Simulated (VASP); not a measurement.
# C (P6_3/mmc) in VASP: notebook, part 2 of 2

VASP 6.6.1.

**5. Single point, RPBE+D3(BJ)**

This run uses another cell than the first one, of 5.79 Å³/atom.

INCAR

```
SYSTEM = C
PREC = Accurate
ENCUT = 520
EDIFF = 1E-6
ISMEAR = -1
SIGMA = 0.05
LREAL = .FALSE.
LASPH = .TRUE.
NELM = 80
ALGO = Normal
ISIF = 2
LWAVE = .FALSE.
LCHARG = .FALSE.
GGA = RP
IVDW = 12
NBANDS = 26
```

KPOINTS

```
Automatic mesh
0
G
  12 12 4
  0 0 0
```

POSCAR

```
C
1.0
    2.5388031358      0.0000000000      0.0000000000
   -1.2694015679      2.1986680108      0.0000000000
    0.0000000000      0.0000000000      8.2916519209
C
8
Direct
    0.6666666667      0.3333333333      0.8437500000
    0.3333333333      0.6666666667      0.3437500000
    0.6666666667      0.3333333333      0.6562500000
    0.3333333333      0.6666666667      0.1562500000
    0.0000000000      0.0000000000      0.9062500000
    0.0000000000      0.0000000000      0.4062500000
    0.0000000000      0.0000000000      0.5937500000
    0.0000000000      0.0000000000      0.0937500000
```

Potentials or basis: VASP PAW PBE potentials, release 64 (C).

Started as:

```console
> cat potpaw_PBE.64/C/POTCAR > POTCAR
> mpirun -np 1 vasp_std > vasp.out
```

OUTCAR:

```text
SYSTEM = C
   PREC = Accurate
   ENCUT = 520
   EDIFF = 1E-6
   ISMEAR = -1
   LREAL = .FALSE.
   LASPH = .TRUE.
   NELM = 80
   ISIF = 2
   GGA = RP
   IVDW = 12
 IVDW          = 12

 ion  position               nearest neighbor table
   1  0.667  0.333  0.844-   3 1.55   5 1.55   5 1.55   5 1.55
   2  0.333  0.667  0.344-   4 1.55   6 1.55   6 1.55   6 1.55
   3  0.667  0.333  0.656-   1 1.55   7 1.55   7 1.55   7 1.55
   4  0.333  0.667  0.156-   2 1.55   8 1.55   8 1.55   8 1.55
   5  0.000  0.000  0.906-   8 1.55   1 1.55   1 1.55   1 1.55
   6  0.000  0.000  0.406-   7 1.55   2 1.55   2 1.55   2 1.55
   7  0.000  0.000  0.594-   6 1.55   3 1.55   3 1.55   3 1.55
   8  0.000  0.000  0.094-   5 1.55   4 1.55   4 1.55   4 1.55

  LATTYP: Found a hexagonal cell.
 ALAT       =     2.5388031358
 C/A-ratio  =     3.2659688355

  Lattice vectors:

 A1 = (   2.5388031358,   0.0000000000,   0.0000000000)
 A2 = (  -1.2694015679,   2.1986680108,   0.0000000000)
 A3 = (   0.0000000000,   0.0000000000,   8.2916519209)

Analysis of symmetry for initial positions (statically):
=====================================================================
 Subroutine PRICEL returns:
 Original cell was already a primitive cell.

 Routine SETGRP: Setting up the symmetry group for a
 hexagonal supercell.

 Subroutine GETGRP returns: Found 24 space group operations
 (whereof 12 operations were pure point group operations)
 out of a pool of 24 trial point group operations.

The static configuration has the point symmetry D_3d.
 The point group associated with its full space group is D_6h.

Analysis of symmetry for dynamics (positions and initial velocities):
=====================================================================
 Subroutine PRICEL returns:
[... 144 lines left out ...]
  Fermi-wavevector in a.u.,A,eV,Ry     =   1.447599  2.735565 28.511587  2.095543
  Thomas-Fermi vector in A             =   2.565535
   LORBIT       =      0    0 simple, 1 ext, 2 COOP (PROOUT), +10 PAW based schemes
   GGA     = RP    functional components
   LHFCALC =     F    Hartree Fock is set to
   AEXX    =    0.0000 exact exchange contribution
   IVDW    =    12    specifies the selected vdW correction
   LEPSILON=     F    determine dielectric tensor
   LRPA    =     F    only Hartree local field effects (RPA)
 non-spin polarized calculation
  energy-cutoff  :      520.00
  volume of cell :       46.28
 maximum number of plane-waves:      1267
 NGX is ok and might be reduce to    20
   NGX =  9   NGY =  9   NGZ = 31

 number of electron      31.9999994 magnetization

 Free energy of the ion-electron system (eV)
  ---------------------------------------------------
  ext. energy  EPLUGINS =         0.00000000
  ---------------------------------------------------
  free energy    TOTEN  =       -68.84862097 eV

  energy without entropy =      -68.84862097  energy(sigma->0) =      -68.84862097

 E-fermi :  10.6114     XC(G=0): -13.0618

 val. band max:        9.7004430703   @ k =   0.0000   0.0000   0.0000
 cond. band min:      14.0655123897   @ k =   0.4167   0.0000   0.0000
 fundamental gap:      4.3650693194
 Fermi energy:        10.6113910995

 k-point     1 :       0.0000    0.0000    0.0000
  band No.  band energies     occupation
      1     -11.7369      2.00000
      2     -10.0648      2.00000
      3     -10.0152      2.00000
      4      -6.0558      2.00000
      5      -3.6332      2.00000
      6       3.0259      2.00000
[... 685 lines left out ...]
     25      20.0326      0.00000
     26      21.8655      0.00000

 [... further k-points ...]

------------------------ aborting loop because EDIFF is reached ----------------------------------------

 Edisp (eV)   -4.55937

 E8    (eV) :    -1.9981

  FORCE on cell =-STRESS in cart. coord.  units (eV):
  Direction    XX          YY          ZZ          XY          YZ          ZX
  --------------------------------------------------------------------------------------
  -------------------------------------------------------------------------------------
  Total      -6.21156    -6.21156    -2.82650     0.00000    -0.00000     0.00000
  in kB    -215.02137  -215.02137   -97.84308     0.00000    -0.00000     0.00000
  external pressure =     -175.96 kB  Pullay stress =        0.00 kB

 VOLUME and BASIS-vectors are now :
 -----------------------------------------------------------------------------
  energy-cutoff  :      520.00
  volume of cell :       46.28
      direct lattice vectors                 reciprocal lattice vectors
     2.538803136  0.000000000  0.000000000     0.393886389  0.227410413  0.000000000
    -1.269401568  2.198668011  0.000000000     0.000000000  0.454820826  0.000000000
     0.000000000  0.000000000  8.291651921     0.000000000  0.000000000  0.120603230

 POSITION                                       TOTAL-FORCE (eV/Angst)
 -----------------------------------------------------------------------------------
      1.26940      0.73289      6.99608        -0.000000      0.000000      0.308076
     -0.00000      1.46578      2.85026         0.000000      0.000000      0.308076
      1.26940      0.73289      5.44140         0.000000     -0.000000     -0.308076
     -0.00000      1.46578      1.29557        -0.000000      0.000000     -0.308076
      0.00000      0.00000      7.51431        -0.000000      0.000000      0.323079
      0.00000      0.00000      3.36848         0.000000     -0.000000      0.323079
      0.00000      0.00000      4.92317        -0.000000      0.000000     -0.323079
      0.00000      0.00000      0.77734         0.000000     -0.000000     -0.323079
 -----------------------------------------------------------------------------------
    total drift:                               -0.000000      0.000000      0.000000

  FREE ENERGIE OF THE ION-ELECTRON SYSTEM (eV)
  ---------------------------------------------------
  free  energy   TOTEN  =       -73.4079864525 eV

  energy  without entropy=      -73.4079864524  energy(sigma->0) =      -73.40798645
```

stdout:

```text
POSCAR found type information on POSCAR C
 POSCAR found :  1 types and       8 ions
 scaLAPACK will be used
 -----------------------------------------------------------------------------
|                                                                             |
|                                                                             |
|     You enforced a specific xc type in the INCAR file but a different       |
|     I HOPE YOU KNOW WHAT YOU ARE DOING!                                     |
|                                                                             |
 -----------------------------------------------------------------------------

 LDA part: xc-table for (Slater+PW92), standard interpolation
 POSCAR, INCAR and KPOINTS ok, starting setup
 FFT: planning ... GRIDC
 FFT: planning ... GRID_SOFT
 FFT: planning ... GRID
 WAVECAR not read
 entering main loop
```

Run time: 78 s. Hardware: 1 thread of AMD EPYC 7R13, shared host; peak memory 0.18 GiB.

What came out:

```yaml
Free_energy: -73.4080 eV
Pressure: -17.6 GPa
Largest_force: 0.323 eV/Å
Band_gap_on_the_k_mesh: 4.37 eV (least direct gap 5.14 eV)
Dispersion_energy_per_atom: -0.570 eV
```

Forces on the atoms (eV/Å):
```
C    0.000  0.000  0.308
C    0.000  0.000  0.308
C    0.000  0.000 -0.308
C    0.000  0.000 -0.308
C    0.000  0.000  0.323
C    0.000  0.000  0.323
C    0.000  0.000 -0.323
C    0.000  0.000 -0.323
```

Caveat: the cell stands under tension; the PAW data sets were made with another functional, which shifts forces and pressure a little.

**6. Summary**

| cell | gap on the mesh (eV) | pressure (GPa) | largest force (eV/Å) |
| --- | --- | --- | --- |
| a = 2.488, b = 2.488, c = 8.126 Å, angles 90.0, 90.0, 120.0°, 8 atoms | 4.50 | 8.8 | 0.36 |
| a = 2.505, b = 2.505, c = 8.182 Å, angles 90.0, 90.0, 120.0°, 8 atoms | 4.46 | -0.8 | 0.35 |
| a = 2.522, b = 2.522, c = 8.237 Å, angles 90.0, 90.0, 120.0°, 8 atoms | 4.41 | -9.6 | 0.34 |
| a = 2.539, b = 2.539, c = 8.292 Å, angles 90.0, 90.0, 120.0°, 8 atoms | 4.37 | -17.6 | 0.32 |

Alike in all rows: task single point; level RPBE+D3(BJ); potentials or basis VASP PAW PBE potentials, release 64 (C); no spin polarisation; k mesh 12 × 12 × 4; cutoff (eV) 520; smearing fermi-dirac 0.05 eV.

Caveats: the PAW data sets were made with another functional, which shifts forces and pressure a little; the cell stands under tension (at least some runs); the cell stands under pressure (at least some runs).

Total energies depend on the potentials used, so only differences within one code and one set of settings carry meaning.
